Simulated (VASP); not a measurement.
## NaCaF3: single point with HSE06

Crystal: NaCaF3.

```
Na Ca F
1.0
     4.38057    0.10951    0.00000
     0.10951    4.38057    0.00000
     0.00000    0.00000    4.38057
Na Ca F
1 1 3
Cartesian
  0.0000 0.0000 0.0000
  2.2450 2.2450 2.1903
  2.2450 2.2450 0.0000
  2.1903 0.0548 2.1903
  0.0548 2.1903 2.1903
```

This cell differs from its parent crystal: shear xy strain +5.0%.

```
Program                            : VASP 6.6.1
Task                               : single point
Functional                         : HSE06
Potentials or basis                : VASP PAW PBE potentials, release 64 (Na_pv, Ca_sv, F)
Cutoff                             : 520 eV
k mesh                             : 4 × 4 × 4
Occupations                        : gaussian, width 0.01 eV
Spin                               : no spin polarisation
Dipole correction                  : no
Grid for exact exchange (PRECFOCK) : Fast
Further INCAR settings             : ALGO = Normal; EDIFF = 1e-06; NBANDS = 27
Share of exact exchange            : 0.25
Screening parameter                : 0.2079 1/Å
```

| Property | Result |
| --- | --- |
| Pressure | 1.1 GPa |
| Band gap on the k mesh | 7.05 eV (least direct gap 7.19 eV) |

Stress tensor (GPa, compression positive):
```
 1.07 -0.64  0.00
-0.64  1.07  0.00
 0.00  0.00  1.14
```

Levels at points of the mesh, in eV from the valence-band top:
```
           k point  band 16  band 17  band 18  band 19  band 20  band 21  band 22  band 23
(0.00, 0.00, 0.00)    -0.42    -0.22    -0.20    -0.14     7.05    11.91    11.94    12.03
(0.50, 0.00, 0.00)    -0.75    -0.57    -0.25    -0.25     9.19    10.09    12.11    12.36
(0.50, 0.50, 0.00)    -0.74    -0.71    -0.46    -0.01    10.26    11.43    11.76    12.64
(0.00, 0.00, 0.50)    -0.74    -0.56    -0.31    -0.16     9.19    10.06    12.19    12.31
(0.50, 0.00, 0.50)    -0.74    -0.74    -0.45    -0.03    10.28    11.58    11.59    12.68
(0.50, 0.50, 0.50)    -1.48    -0.03    -0.02     0.00    10.51    12.26    12.28    12.36
```

It took 18 min on 2 MPI ranks on Intel(R) Xeon(R) Platinum 8259CL CPU @ 2.50GHz (Skylake/Cascade Lake), on a shared host, peak memory 0.35 GiB a rank.

Caveat: the cell differs from its parent crystal (shear xy strain +5.0%); the PAW data sets were made with another functional, which shifts forces and pressure a little. A k mesh can miss the band edges.
